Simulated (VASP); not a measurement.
SiO2, 9 atoms in the cell. Symmetry: P6_422, No. 181, hexagonal system. Conventional cell: a = 4.720 Å, b = 4.720 Å, c = 5.539 Å, α = 90.00°, β = 90.00°, γ = 120.00°. Si (site symmetry 222) has 4 O at 1.57 Å within 2.1 Å. O (site symmetry 2) has 2 Si at 1.57 Å within 2.1 Å. 

| Quantity | Value |
| --- | --- |
| Program | VASP 6.6.1 |
| Task | single point |
| Functional | LDA |
| Potentials or basis | VASP PAW LDA potentials, release 64 (Si, O) |
| Cutoff | 520 eV |
| k mesh | 6 × 6 × 4 |
| Occupations | gaussian, width 0.02 eV |
| Spin | no spin polarisation |
| Dipole correction | no |
| Further INCAR settings | ALGO = Normal; EDIFF = 1e-07; NBANDS = 34 |

Potentials or basis: VASP PAW LDA potentials, release 64 (Si, O).

The run is started by

```console
$ cat potpaw_LDA.64/Si/POTCAR potpaw_LDA.64/O/POTCAR > POTCAR
$ mpirun -np 1 vasp_std > vasp.out
```

Hardware: 1 thread of Intel(R) Xeon(R) Platinum 8488C (Sapphire Rapids), on a shared host.

Problem. How long does it take, and how much memory?

Solution. It took 37 s on 1 thread of Intel(R) Xeon(R) Platinum 8488C (Sapphire Rapids), with other jobs on the host, peak memory 0.21 GiB. Counts: scf iterations 14, k points 21.
